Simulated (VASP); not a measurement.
BeS:

```
Be S
1.0
     0.04275    2.31730    2.31730
     2.31730    0.04275    2.31730
     2.36005    2.36005    0.00000
Be S
1 1
Direct
  0.00000 0.00000 0.00000
  0.50000 0.50000 0.50000
```

This cell differs from its parent crystal: shear xy strain +3.7%.

Base run:

| Item | Value |
| --- | --- |
| Program | VASP 6.6.1 |
| Functional | r2SCAN |
| Potentials or basis | VASP PAW PBE potentials, release 64 (Be, S) |
| Cutoff | 520 eV |
| k mesh | 10 × 10 × 10 |
| Occupations | gaussian, width 0.01 eV |
| Spin | no spin polarisation |

Its results: band gap on the k mesh 1.11 eV (least direct gap 4.19 eV); pressure -0.1 GPa.

Question: The run is repeated on the same cell with these changes: functional from r2SCAN to PBE; occupations from gaussian, width 0.01 eV to fermi-dirac, width 0.02 eV. What comes out?

Answer: Band gap on the k mesh 0.77 eV (least direct gap 3.76 eV); pressure -0.4 GPa.

Caveats: the structure was generated, so it needn't be the stable form of BeS; the PAW data sets were made with another functional, which shifts forces and pressure a little (at least some runs); semilocal functionals underestimate gaps, and a narrow one can read as zero (at least some runs).

A k mesh can miss the band edges.
